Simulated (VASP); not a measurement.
Here is a VASP 6.6.1 calculation.

The input POSCAR:

```
LiH
1.0
    0.0000000000      1.9629349443      1.9629349443
    1.9629349443      0.0000000000      1.9629349443
    1.9629349443      1.9629349443      0.0000000000
Li H
1 1
Direct
    0.0000000000      0.0000000000      0.0000000000
    0.5000000000      0.5000000000      0.5000000000
```

Contents of INCAR.step1:

```
SYSTEM = LiH
PREC = Accurate
ENCUT = 500
EDIFF = 1E-8
ISMEAR = 0
SIGMA = 0.01
LREAL = .FALSE.
LASPH = .TRUE.
NELM = 60
ALGO = Normal
LWAVE = .TRUE.
LCHARG = .FALSE.
GGA = PE
```

INCAR.step2

```
SYSTEM = LiH
PREC = Accurate
ENCUT = 500
EDIFF = 1E-8
ISMEAR = 0
SIGMA = 0.01
LREAL = .FALSE.
LASPH = .TRUE.
NELM = 1
ALGO = Exact
LWAVE = .TRUE.
LCHARG = .FALSE.
GGA = PE
NBANDS = 64
LOPTICS = .TRUE.
ISTART = 1
```

File INCAR.step3:

```
SYSTEM = LiH
PREC = Accurate
ENCUT = 500
EDIFF = 1E-8
ISMEAR = 0
SIGMA = 0.01
LREAL = .FALSE.
LASPH = .TRUE.
ALGO = EVGW0
LWAVE = .FALSE.
LCHARG = .FALSE.
GGA = PE
NELMGW = 1
NBANDS = 64
ENCUTGW = 150.0
NOMEGA = 96
PRECFOCK = Fast
ISTART = 1
NBANDSGW = 9
OMEGAMAX = 30
```

The input KPOINTS:

```
regular mesh
0
G
  6 6 6
  0 0 0
```

Potentials or basis: VASP PAW PBE potentials, release 64 (Li_GW, H_GW).

Launch:

```console
$ cat potpaw_PBE.64/Li_GW/POTCAR potpaw_PBE.64/H_GW/POTCAR > POTCAR
$ cp INCAR.step1 INCAR
$ mpirun -np 1 vasp_std > vasp.out
$ cp INCAR.step2 INCAR
$ mpirun -np 1 vasp_std > vasp.out
$ cp INCAR.step3 INCAR
$ mpirun -np 1 vasp_std > vasp.out
```

(1) Predict the quasiparticle gap.

(2) Estimate the least direct quasiparticle gap.

(3) Predict the band gap of the starting levels on the mesh.

Results:

(1) 4.88 eV.

(2) 4.88 eV.

(3) 2.93 eV.

Caveat: the k points lie up to 0.46 Å⁻¹ apart; bands, screening cutoff and mesh are small and nothing is extrapolated, so the quasiparticle values aren't converged.
